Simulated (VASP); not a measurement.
## GaN: single point with r2SCAN

GaN:

```xyz
4
Lattice="3.1317 0.0000 0.0000 -1.5659 2.7122 0.0000 0.0000 0.0000 5.3550" Properties=species:S:1:pos:R:3 pbc="T T T"
Ga    0.0000    1.8081    5.3502
Ga    1.5659    0.9041    2.6727
N     0.0000    1.8081    2.0129
N     1.5659    0.9041    4.6904
```

This cell differs from its parent crystal: ratio of the length along z to the lengths across it x 1.05, volume and fractional coordinates fixed.

```json
{
 "Program": "VASP 6.6.1",
 "Task": "single point",
 "Functional": "r2SCAN",
 "Potentials or basis": "VASP PAW PBE potentials, release 64 (Ga_d, N)",
 "Cutoff": "520 eV",
 "k mesh": "12 × 12 × 6",
 "Occupations": "gaussian, width 0.05 eV",
 "Spin": "no spin polarisation",
 "Dipole correction": "no",
 "Further INCAR settings": "ALGO = Normal; EDIFF = 1e-06; NBANDS = 26"
}
```

```yaml
Pressure: 1.8 GPa
Largest_force: 0.412 eV/Å
Band_gap_on_the_k_mesh: 2.15 eV
```

Forces in eV/Å, atoms in the order of the input:
```
Ga   0.000  0.000  0.412
Ga   0.000  0.000  0.412
N    0.000  0.000 -0.412
N    0.000  0.000 -0.412
```

Stress tensor (GPa, compression positive):
```
  8.10   0.00   0.00
  0.00   8.10   0.00
  0.00   0.00 -10.76
```

Levels at points of the mesh, in eV from the valence-band top:
```csv
k point,band 15,band 16,band 17,band 18,band 19,band 20,band 21,band 22
"(0.00, 0.00, 0.00)",-0.90,-0.23,0.00,0.00,2.15,5.22,9.55,10.61
"(0.50, 0.00, 0.00)",-4.29,-2.70,-2.27,-1.15,5.85,6.01,6.15,9.03
"(0.00, 0.00, 0.50)",-0.46,-0.46,-0.46,-0.46,4.86,4.86,8.89,8.89
"(0.50, 0.00, 0.50)",-2.16,-2.16,-1.98,-1.98,4.70,4.70,8.27,8.27
```

It took 6.8 min on 1 thread of Intel Xeon 8259CL, with other jobs on the host, peak memory 0.22 GiB.

Caveat: the stress differs along the axes, from -11 to 8 GPa; the PAW data sets were made with another functional, which shifts forces and pressure a little.
